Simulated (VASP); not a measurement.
Wanted: the native input for a VASP 6.6.1 run.

```
Task                   : single point
Functional             : PBE
Potentials or basis    : VASP PAW PBE potentials, release 64 (Sb, Bi_d, O)
Cutoff                 : 520 eV
k mesh                 : 6 × 6 × 2
Occupations            : gaussian, width 0.1 eV
Spin                   : no spin polarisation
Dipole correction      : no
Further INCAR settings : ALGO = Normal; EDIFF = 1e-06; NBANDS = 30
```

The structure of BiSb3O2 lies in POSCAR:

```
BiSb3O2
1.0
    3.5983997600      0.0000000000      0.0000000000
    0.0000000000      3.5983997600      0.0000000000
    0.0000000000      0.0000000000     13.3903636600
Sb Bi O
3 1 2
Direct
    0.0000000000      0.0000000000      0.6647679800
    0.0000000000      0.0000000000      0.3352320200
    0.5000000000      0.5000000000      0.5000000000
    0.0000000000      0.0000000000      0.0000000000
    0.5000000000      0.5000000000      0.8681410000
    0.5000000000      0.5000000000      0.1318590000
```

The cell was built from a structure type or drawn by symmetry, and may not be a known phase.

The input as run:

INCAR

```
PREC = Accurate
ENCUT = 520
EDIFF = 1E-6
ISMEAR = 0
SIGMA = 0.1
LREAL = False
LASPH = True
NELM = 80
ALGO = Normal
ISIF = 2
LWAVE = False
LCHARG = False
GGA = PE
NBANDS = 30
```

KPOINTS

```
Automatic mesh
0
Gamma
  6 6 2
```

Potentials or basis: VASP PAW PBE potentials, release 64 (Sb, Bi_d, O).

Run with:

```bash
$ cat potpaw_PBE.64/Sb/POTCAR potpaw_PBE.64/Bi_d/POTCAR potpaw_PBE.64/O/POTCAR > POTCAR
$ mpirun -np 1 vasp_std > vasp.out
```

It gave:

| Property | Result |
| --- | --- |
| Pressure | -11.1 GPa |
| Largest force | 1.636 eV/Å |
| Band gap on the k mesh | zero (bands 21 and 22 overlap by 1.18 eV) |

Caveat: the cell stands under tension; spin-orbit coupling is left out, which moves the levels of the heavy elements; forces of over 1 eV/Å act on the atoms, so gaps and moduli don't describe the material at rest.

Wall time 2.9 min on 1 thread of Oxide Virtual Turin-like Processor (shared host), peak memory 0.29 GiB.
